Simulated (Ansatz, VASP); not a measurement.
## C in VASP and in Ansatz

```xyz
4
Lattice="0.0000 0.0000 2.0494 3.3688 0.0000 0.0000 0.0000 3.3688 0.0000" Properties=species:S:1:pos:R:3 pbc="T T T"
C     0.8422    0.8422    0.0000
C     0.8422    2.5266    0.0000
C     2.5266    0.8422    0.0000
C     2.5266    2.5266    0.0000
```

Alike in both runs: task single point; functional PBE; k mesh 10 × 6 × 6; occupations gaussian, width 0.2 eV; no spin polarisation.

|  | VASP | Ansatz |
| --- | --- | --- |
| version | VASP 6.6.1 | Ansatz 0.2.0 |
| potentials or method | VASP PAW PBE potentials, release 64 (C), cutoff 600 eV | scalar-relativistic, plane waves, PAW |
| valence electrons in the cell | 16 | 16 |

|  | VASP | Ansatz | Ansatz less VASP |
| --- | --- | --- | --- |
| gap on the k mesh at the Fermi level (eV) | none | none | - |
| pressure (GPa) | -2.7 | -2.5 | +0.14 |
| traceless stress, the component that is largest in VASP (GPa) | 1.38 | 1.48 | +0.103 |

A gap of «none» marks a metal or a gap that the smearing closes.
